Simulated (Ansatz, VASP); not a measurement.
**Rh: VASP beside Ansatz**

File INCAR:

```
PREC     = Accurate       # precision mode
ENCUT    = 530            # plane-wave cutoff, eV
EDIFF    = 1E-6           # SCF threshold, eV
ISMEAR   = -1             # smearing method
SIGMA    = 0.1            # smearing width, eV
LREAL    = False          # projectors in reciprocal space
LASPH    = True           # aspherical terms in the spheres
NELM     = 120            # most SCF steps
ALGO     = Normal         # electronic algorithm
ISIF     = 2              # what is computed and relaxed
LWAVE    = False          # write WAVECAR
LCHARG   = True           # write CHGCAR
GGA      = CA             # functional
LELF     = True           # ELF
LVHAR    = True         
NBANDS   = 14             # bands
GGA_COMPAT= False
```

KPOINTS

```
Automatic mesh
0
Gamma
  5 5 5
```

POSCAR

```
Rh
1.0
    0.0000000000      1.8776226225      1.8776226225
    1.8776226225      0.0000000000      1.8776226225
    1.8776226225      1.8776226225      0.0000000000
Rh
1
Direct
    0.0000000000      0.0000000000      0.0000000000
```

Input for Ansatz:

```yaml
crystal:
  lattice:
    - [0.0, 1.8776226225, 1.8776226225]
    - [1.8776226225, 0.0, 1.8776226225]
    - [1.8776226225, 1.8776226225, 0.0]
  atoms:
    - { symbol: Rh, position: [0.0, 0.0, 0.0] }
hamiltonian:
  xc: lda
  pseudopotentials:
    kind: paw
    azcp:
      Rh: "pseudopotentials/Rh.paw.azcp"
basis:
  ecutwfc: 420
  fft_grid_basis: typed
kpoints:
  mp_grid: { grid: [5, 5, 5], shift: [0, 0, 0] }
magnetization:
  spin_polarized: false
scf:
  occupations: { method: fermi_dirac, width: 0.1 }
  lower_state_search: "off"
output:
  stress: true
```

Alike in both runs: task single point; functional LDA; k mesh 5 × 5 × 5; occupations fermi-dirac, width 0.1 eV; no spin polarisation.

```csv
,VASP,Ansatz
version,VASP 6.6.1,Ansatz 0.2.0
potentials or method,"VASP PAW LDA potentials, release 64 (Rh_sv_GW), cutoff 530 eV","plane waves (420 eV) with PAW, scalar-relativistic"
valence electrons in the cell,17,17
```

```csv
,VASP,Ansatz,Ansatz less VASP
pressure (GPa),1.3,3.2,+1.97
```

Ansatz warns that its potentials were made for another functional, while VASP's fit it. LDA's correlation is that of Perdew and Zunger in VASP and of Perdew and Wang (1992) in Ansatz.

The k mesh is coarse, so the values compare programs but aren't converged.
